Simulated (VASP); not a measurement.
# Bi2Te3 in VASP: notebook, part 2 of 2

VASP 6.6.1. Earlier steps stand in the parts before.

## 3. Single point, PBE (zz strain of -2 %)

The input, INCAR:

```
SYSTEM = Bi2Te3
PREC = Accurate
ENCUT = 520
EDIFF = 1E-6
ISMEAR = -1
SIGMA = 0.08
LREAL = .FALSE.
LASPH = .TRUE.
NELM = 100
ALGO = Normal
ISIF = 2
LWAVE = .FALSE.
LCHARG = .FALSE.
GGA = PE
NBANDS = 32
```

The input, KPOINTS:

```
Automatic mesh
0
G
  8 8 8
  0 0 0
```

The input, POSCAR:

```
Bi2Te3
1.0
    2.2085012539      1.2750787934      9.7477366000
   -2.2085012539      1.2750787934      9.7477366000
    0.0000000000     -2.5501575869      9.7477366000
Bi Te
2 3
Direct
    0.8120000000      0.8120000000      0.8120000000
    0.4020000000      0.4020000000      0.4020000000
    0.6110000000      0.6110000000      0.6110000000
    0.2000000000      0.2000000000      0.2000000000
    0.0000000000      0.0000000000      0.0000000000
```

Potentials or basis: VASP PAW PBE potentials, release 64 (Bi_d, Te).

The run is started by

```sh
$ cat potpaw_PBE.64/Bi_d/POTCAR potpaw_PBE.64/Te/POTCAR > POTCAR
$ mpirun -np 1 vasp_std > vasp.out
```

OUTCAR:

```text
SYSTEM = Bi2Te3
   PREC = Accurate
   ENCUT = 520
   EDIFF = 1E-6
   ISMEAR = -1
   LREAL = .FALSE.
   LASPH = .TRUE.
   NELM = 100
   ISIF = 2
   GGA = PE

 ion  position               nearest neighbor table
   1  0.812  0.812  0.812-   4 3.01   4 3.01   4 3.01   2 3.40   2 3.40   2 3.40
   2  0.402  0.402  0.402-   5 3.25   5 3.25   5 3.25   1 3.40   1 3.40   1 3.40
   3  0.611  0.611  0.611-   5 3.03   5 3.03   5 3.03   4 3.41   4 3.41   4 3.41
   4  0.200  0.200  0.200-   1 3.01   1 3.01   1 3.01   3 3.41   3 3.41   3 3.41
   5  0.000  0.000  0.000-   3 3.03   3 3.03   3 3.03   2 3.25   2 3.25   2 3.25

  LATTYP: Found a trigonal (rhomboedric) cell.
 ALAT       =    10.0757963725
 COS(alpha) =     0.9039125801

  Lattice vectors:

 A1 = (   2.2085012539,   1.2750787934,   9.7477366000)
 A2 = (  -2.2085012539,   1.2750787934,   9.7477366000)
 A3 = (   0.0000000000,  -2.5501575869,   9.7477366000)

Analysis of symmetry for initial positions (statically):
=====================================================================
 Subroutine PRICEL returns:
 Original cell was already a primitive cell.

 Routine SETGRP: Setting up the symmetry group for a
 trigonal (rhombohedral) supercell.

 Subroutine GETGRP returns: Found  6 space group operations
 (whereof  6 operations were pure point group operations)
 out of a pool of 12 trial point group operations.

The static configuration has the point symmetry C_3v.

Analysis of symmetry for dynamics (positions and initial velocities):
=====================================================================
 Subroutine PRICEL returns:
 Original cell was already a primitive cell.

 Routine SETGRP: Setting up the symmetry group for a
 trigonal (rhombohedral) supercell.

 Subroutine GETGRP returns: Found  6 space group operations
 (whereof  6 operations were pure point group operations)
 out of a pool of 12 trial point group operations.

The dynamic configuration has the point symmetry C_3v.

 Subroutine INISYM returns: Found  6 space group operations
 (whereof  6 operations are pure point group operations),
 and found     1 'primitive' translations

----------------------------------------------------------------------------------------

                                     Primitive cell

  volume of cell :     164.6985

  direct lattice vectors                    reciprocal lattice vectors
     2.208501254  1.275078793  9.747736600     0.226397879  0.130710876  0.034195973
    -2.208501254  1.275078793  9.747736600    -0.226397879  0.130710876  0.034195973
     0.000000000 -2.550157587  9.747736600     0.000000000 -0.261421753  0.034195973

  length of vectors
    10.075796373 10.075796373 10.075796373     0.263648815  0.263648815  0.263648815

  position of ions in fractional coordinates (direct lattice)
     0.812000000  0.812000000  0.812000000
     0.402000000  0.402000000  0.402000000
     0.611000000  0.611000000  0.611000000
     0.200000000  0.200000000  0.200000000
     0.000000000  0.000000000  0.000000000

  ion indices of the primitive-cell ions
   primitive index   ion index
                 1           1
                 2           2
                 3           3
                 4           4
                 5           5

----------------------------------------------------------------------------------------

 KPOINTS: Automatic mesh

Automatic generation of k-mesh.
 Grid dimensions read from file:
 generate k-points for:    8    8    8

 Generating k-lattice:

  Cartesian coordinates                     Fractional coordinates (reciprocal lattice)
     0.028299735  0.016338860  0.004274497     0.125000000 -0.000000000  0.000000000
    -0.028299735  0.016338860  0.004274497    -0.000000000  0.125000000  0.000000000
     0.000000000 -0.032677719  0.004274497     0.000000000  0.000000000  0.125000000

  Length of vectors
     0.032956102  0.032956102  0.032956102

  Shift w.r.t. Gamma in fractional coordinates (k-lattice)
     0.000000000  0.000000000  0.000000000

 Subroutine IBZKPT returns following result:
 ===========================================

 Found     65 irreducible k-points:

 Following reciprocal coordinates:
            Coordinates               Weight
  0.000000  0.000000  0.000000      1.000000
  0.125000  0.000000  0.000000      6.000000
  0.250000  0.000000  0.000000      6.000000
  0.375000  0.000000  0.000000      6.000000
  0.500000  0.000000  0.000000      3.000000
  0.125000  0.125000  0.000000      6.000000
[... 16 lines left out ...]
  0.250000  0.125000  0.125000      6.000000
  0.375000  0.125000  0.125000      6.000000
 [... further k-points ...]
   k-points           NKPTS =     65   k-points in BZ     NKDIM =     65   number of bands    NBANDS=     32
   number of dos      NEDOS =    301   number of ions     NIONS =      5
   total plane-waves  NPLWV = 512000
   dimension x,y,z NGX =    80 NGY =   80 NGZ =   80
   dimension x,y,z NGXF=   160 NGYF=  160 NGZF=  160
   ions per type =               2   3
   NGX,Y,Z   is equivalent  to a cutoff of  13.20, 13.20, 13.20 a.u.
   NGXF,Y,Z  is equivalent  to a cutoff of  26.40, 26.40, 26.40 a.u.
 SYSTEM =  Bi2Te3
   PREC   = accura    normal or accurate (medium, high low for compatibility)
   ISTART =      0    job   : 0-new  1-cont  2-samecut
   ICHARG =      2    charge: 1-file 2-atom 10-const
   ISPIN  =      1    spin polarized calculation?
   LNONCOLLINEAR =      F non collinear calculations
   LSORBIT =      F    spin-orbit coupling
   LASPH  =      T    aspherical Exc in radial PAW
   ENCUT  =  520.0 eV  38.22 Ry    6.18 a.u.  18.73 18.73 18.73*2*pi/ulx,y,z
   NELM   =    100;   NELMIN=  2; NELMDL= -5     # of ELM steps
   EDIFF  = 0.1E-05   stopping-criterion for ELM
   LREAL  =      F    real-space projection
   EDIFFG = 0.1E-04   stopping-criterion for IOM
   NSW    =      0    number of steps for IOM
   IBRION =     -1    ionic relax: 0-MD 1-quasi-New 2-CG
   NFREE  =      0    steps in history (QN), initial steepest desc. (CG)
   ISIF   =      2    stress and relaxation
   ISYM   =      2    0-nonsym 1-usesym 2-fastsym
   POTIM  = 0.5000    time-step for ionic-motion
   TEBEG  =    0.0;   TEEND  =   0.0 temperature during run
   PSTRESS=    0.0 pullay stress
   NELECT =      48.0000    total number of electrons
   NUPDOWN=      -1.0000    fix difference up-down
   EMIN   =  10.00;   EMAX   =-10.00  energy-range for DOS
   EFERMI =   0.00;   METHOD = LEGACY
   ISMEAR =    -1;   SIGMA  =   0.08  broadening in eV -4-tet -1-fermi 0-gaus
   EFERMI_NEDOS =   21; number of points for ismear=-14 and -15
   IALGO  =     38    algorithm
   IMIX   =      4    mixing-type and parameters
     AMIX     =   0.40;   BMIX     =  1.00
     AMIX_MAG =   1.60;   BMIX_MAG =  1.00
  volume/ion in A,a.u.               =      32.94       222.29
  Fermi-wavevector in a.u.,A,eV,Ry     =   1.085405  2.051119 16.029092  1.178105
  Thomas-Fermi vector in A             =   2.221518
   LORBIT       =      0    0 simple, 1 ext, 2 COOP (PROOUT), +10 PAW based schemes
   GGA     = PE    functional components
   LHFCALC =     F    Hartree Fock is set to
   AEXX    =    0.0000 exact exchange contribution
   IVDW    =     0    specifies the selected vdW correction
   LEPSILON=     F    determine dielectric tensor
   LRPA    =     F    only Hartree local field effects (RPA)
 non-spin polarized calculation
  energy-cutoff  :      520.00
  volume of cell :      164.70
 maximum number of plane-waves:      4464
 NGX is ok and might be reduce to    80
   NGX = 37   NGY = 37   NGZ = 37

 number of electron      47.9999998 magnetization

 Free energy of the ion-electron system (eV)
  ---------------------------------------------------
  ext. energy  EPLUGINS =         0.00000000
  ---------------------------------------------------
  free energy    TOTEN  =       -16.88285779 eV

  energy without entropy =      -16.84752516  energy(sigma->0) =      -16.86519148

 E-fermi :   6.7127     XC(G=0):  -9.4922

 val. band max:        6.6809440354   @ k =   0.5000   0.1250   0.1250
 cond. band min:       6.7508710629   @ k =  -0.1250   0.1250   0.0000
 fundamental gap:      0.0699270275
 Fermi energy:         6.7126593622

 k-point     1 :       0.0000    0.0000    0.0000
  band No.  band energies     occupation
      1     -16.4468      2.00000
      2     -16.4468      2.00000
      3     -16.4162      2.00000
      4     -16.4162      2.00000
      5     -16.4101      2.00000
      6     -15.8657      2.00000
[... 829 lines left out ...]
     31      10.4084      0.00000
     32      11.7312      0.00000

 [... further k-points ...]
[... 5 lines left out ...]
  --------------------------------------------------------------------------------------
  -------------------------------------------------------------------------------------
  Total        3.0272745      3.0272745      2.5129845      0.0000000     -0.0000000      0.0000000
  in kB       29.4491444     29.4491444     24.4461623      0.0000000     -0.0000000      0.0000000
  external PRESSURE =      27.7814837 kB  Pullay stress =       0.0000000 kB

 VOLUME and BASIS-vectors are now :
 -----------------------------------------------------------------------------
  energy-cutoff  :      520.00
  volume of cell :      164.70
      direct lattice vectors                 reciprocal lattice vectors
     2.208501254  1.275078793  9.747736600     0.226397879  0.130710876  0.034195973
    -2.208501254  1.275078793  9.747736600    -0.226397879  0.130710876  0.034195973
     0.000000000 -2.550157587  9.747736600     0.000000000 -0.261421753  0.034195973

 POSITION                                       TOTAL-FORCE (eV/Angst)
 -----------------------------------------------------------------------------------
      0.00000     -0.00000     23.74549         0.000000      0.000000     -0.965868
      0.00000     -0.00000     11.75577         0.000000      0.000000     -0.375449
      0.00000     -0.00000     17.86760         0.000000      0.000000     -0.819376
      0.00000     -0.00000      5.84864         0.000000     -0.000000      0.934098
      0.00000      0.00000      0.00000         0.000000     -0.000000      1.226594
 -----------------------------------------------------------------------------------
    total drift:                               -0.000000     -0.000000     -0.000993

  FREE ENERGIE OF THE ION-ELECTRON SYSTEM (eV)
  ---------------------------------------------------
  free  energy   TOTEN  =       -16.8828577940 eV

  energy  without entropy=      -16.8475251613  energy(sigma->0) =      -16.86519148
```

It took 40 min on 1 thread of Oxide Virtual Turin-like, shared host; peak memory 1 GiB.

What came out:

```yaml
Free_energy: -16.8829 eV
Pressure: 2.8 GPa
Largest_force: 1.227 eV/Å
Band_gap_on_the_k_mesh: zero (bands 24 and 25 overlap by 0.18 eV)
```

Forces in eV/Å, atoms in the order of the input:
```
Bi   0.000  0.000 -0.966
Bi   0.000  0.000 -0.375
Te   0.000  0.000 -0.819
Te   0.000  0.000  0.934
Te   0.000  0.000  1.227
```

Stress tensor (GPa, compression positive):
```
2.94 0.00 0.00
0.00 2.94 0.00
0.00 0.00 2.44
```

Levels at points of the mesh, in eV from the Fermi level:
| k point | band 22 | band 23 | band 24 | band 25 | band 26 | band 27 |
| --- | --- | --- | --- | --- | --- | --- |
| (0.00, 0.00, 0.00) | -0.56 | -0.56 | -0.53 | -0.13 | 0.19 | 0.19 |
| (0.50, 0.00, 0.00) | -2.21 | -0.35 | -0.26 | -0.14 | 0.43 | 2.63 |
| (0.50, 0.50, 0.00) | -1.88 | -1.18 | -0.40 | 0.45 | 1.11 | 1.80 |
| (0.50, 0.50, 0.50) | -0.90 | -0.82 | -0.82 | 0.37 | 0.83 | 0.83 |

Caveat: the cell differs from its parent crystal (zz strain of -2 %); spin-orbit coupling is left out, which moves the levels of the heavy elements; forces of over 1 eV/Å act on the atoms, so gaps and moduli don't describe the material at rest.

## 4. Single point, PBE (zz strain of +1 %)

The input, INCAR:

```
PREC     = Accurate       # precision mode
ENCUT    = 520            # plane-wave cutoff, eV
EDIFF    = 1E-6           # SCF threshold, eV
ISMEAR   = -1             # smearing method
SIGMA    = 0.08           # smearing width, eV
LREAL    = False          # projectors in reciprocal space
LASPH    = True           # aspherical terms in the spheres
NELM     = 100            # most SCF steps
ALGO     = Normal         # electronic algorithm
ISIF     = 2              # what is computed and relaxed
LWAVE    = False          # write WAVECAR
LCHARG   = True           # write CHGCAR
GGA      = PE             # functional
LELF     = True           # ELF
LVHAR    = True         
NBANDS   = 32             # bands
```

The input, KPOINTS:

```
Automatic mesh
0
Gamma
  8 8 8
```

POSCAR: that of step 3 with these lines changed.

```diff
@@ -2,5 +2,5 @@
 1.0
-    2.2085012539      1.2750787934      9.7477366000
-   -2.2085012539      1.2750787934      9.7477366000
-    0.0000000000     -2.5501575869      9.7477366000
+    2.2085012539      1.2750787934     10.0461367000
+   -2.2085012539      1.2750787934     10.0461367000
+    0.0000000000     -2.5501575869     10.0461367000
 Bi Te
```

The run is started by

```sh
$ cat potpaw_PBE.64/Bi_d/POTCAR potpaw_PBE.64/Te/POTCAR > POTCAR
$ mpirun -np 1 vasp_std > vasp.out
```

It took 42 min on 1 thread of Oxide Virtual Turin-like, shared host; peak memory 1 GiB.

Results (log left out):

```
Free energy            : -16.9274 eV
Pressure               : 1.1 GPa
Largest force          : 1.196 eV/Å
Band gap on the k mesh : zero (bands 24 and 25 overlap by 0.16 eV)
```

Forces on the atoms (eV/Å):
```
Bi   0.000  0.000 -0.812
Bi   0.000  0.000 -0.458
Te   0.000  0.000 -0.666
Te   0.000  0.000  0.740
Te   0.000  0.000  1.196
```

Stress tensor (GPa, compression positive):
```
1.49 0.00 0.00
0.00 1.49 0.00
0.00 0.00 0.36
```

Levels at points of the mesh, in eV from the Fermi level:
```csv
k point,band 22,band 23,band 24,band 25,band 26,band 27
"(0.00, 0.00, 0.00)",-0.45,-0.43,-0.43,-0.07,0.32,0.32
"(0.50, 0.00, 0.00)",-2.20,-0.31,-0.27,-0.14,0.45,2.41
"(0.50, 0.50, 0.00)",-1.82,-1.05,-0.56,0.29,1.11,1.70
"(0.50, 0.50, 0.50)",-0.89,-0.66,-0.66,0.43,0.86,0.86
```

Caveat: the cell differs from its parent crystal (zz strain of +1 %); spin-orbit coupling is left out, which moves the levels of the heavy elements; forces of over 1 eV/Å act on the atoms, so gaps and moduli don't describe the material at rest.

## 5. Overview

| cell | gap on the mesh (eV) | pressure (GPa) | largest force (eV/Å) |
| --- | --- | --- | --- |
| a = 10.305, b = 10.257, c = 10.244 Å, angles 24.8, 24.9, 24.8°, 5 atoms | none | 1.6 | 1.21 |
| a = 10.076 Å, angles 25.3°, 5 atoms | none | 2.8 | 1.23 |
| a = 10.365 Å, angles 24.6°, 5 atoms | none | 1.1 | 1.20 |

Alike in all rows: task single point; level PBE; potentials or basis VASP PAW PBE potentials, release 64 (Bi_d, Te); no spin polarisation; k mesh 8 × 8 × 8; cutoff (eV) 520; smearing fermi-dirac 0.08 eV.

Caveats: spin-orbit coupling is left out, which moves the levels of the heavy elements; forces of over 1 eV/Å act on the atoms, so gaps and moduli don't describe the material at rest.

Total energies depend on the potentials used, so only differences within one code and one set of settings carry meaning.

The gap in the log of VASP goes by the Fermi energy; the results here count the filled bands.